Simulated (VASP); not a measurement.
A run of VASP 6.6.1 is set up as follows.

Contents of INCAR:

```
PREC     = Accurate       # precision mode
ENCUT    = 520            # plane-wave cutoff, eV
EDIFF    = 1E-6           # SCF threshold, eV
ISMEAR   = -1             # smearing method
SIGMA    = 0.02           # smearing width, eV
LREAL    = False          # projectors in reciprocal space
LASPH    = True           # aspherical terms in the spheres
NELM     = 60             # most SCF steps
ALGO     = Normal         # electronic algorithm
ISIF     = 2              # what is computed and relaxed
LWAVE    = False          # write WAVECAR
LCHARG   = False          # write CHGCAR
GGA      = PS             # functional
NBANDS   = 16             # bands
```

File KPOINTS:

```
Automatic mesh
0
Gamma
  12 12 6
```

POSCAR

```
C
1.0
    2.4988208243      0.0000000000      0.0000000000
   -1.2494104122      2.1640423133      0.0000000000
    0.0000000000      0.0000000000      4.1608703576
C
4
Direct
    0.3333333333      0.6666666667      0.0003017321
    0.6666666667      0.3333333333      0.5003017321
    0.3333333333      0.6666666667      0.3746982679
    0.6666666667      0.3333333333      0.8746982679
```

Potentials or basis: VASP PAW PBE potentials, release 64 (C).

The run is started by

```sh
$ cat potpaw_PBE.64/C/POTCAR > POTCAR
$ mpirun -np 1 vasp_std > vasp.out
```

(1) What does it give for the band gap on the k mesh?

(2) Estimate the largest force.

(3) What does it give for the pressure?

## Answers

(1) 3.04 eV, indirect (least direct gap 4.92 eV).

(2) 0.005 eV/Å.

(3) 1.1 GPa.

Caveat: the PAW data sets were made with another functional, which shifts forces and pressure a little.
